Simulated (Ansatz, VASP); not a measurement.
**One calculation of MnSi, two programs**

```
Mn Si
1.0
     3.66837    0.00000    0.00000
    -1.83419    3.17690    0.00000
     0.00000    0.00000    4.89425
Mn Si
2 2
Direct
  0.33333 0.66667 0.75000
  0.66667 0.33333 0.25000
  0.00000 0.00000 0.00000
  0.00000 0.00000 0.50000
```

Alike in both runs: functional PBE; k mesh 12 × 12 × 10; occupations gaussian, width 0.1 eV; collinear spin.

Ansatz relaxed the structure, and its values are those at the end. VASP's run is a single point on that final structure, the one shown.

|  | VASP | Ansatz |
| --- | --- | --- |
| version | VASP 6.6.1 | Ansatz 0.2.0 |
| potentials or method | VASP PAW PBE potentials, release 64 (Mn_pv, Si), cutoff 520 eV | scalar-relativistic, plane waves, PAW |
| valence electrons in the cell | 34 | 38 |

Ansatz gave:

| Item | Value |
| --- | --- |
| gap on the k mesh at the Fermi level (eV) | none |
| pressure (GPa) | 0.0 |
| net moment per atom (μB) | 1.32 |
| size of the moment on the site where the two differ most (μB) | 2.64 |

**Question.** Which values does VASP return?

**Answer.** gap on the k mesh at the Fermi level (eV): none; pressure (GPa): 0.0; net moment per atom (μB): 1.32; size of the moment on the site where the two differ most (μB): 2.73.

Site moments also hang on the region over which each program counts them. A gap of «none» marks a metal or a gap that the smearing closes. VASP's potentials hold 34 valence electrons a cell and Ansatz's 38, so a difference there can come from the potentials and not from the codes.
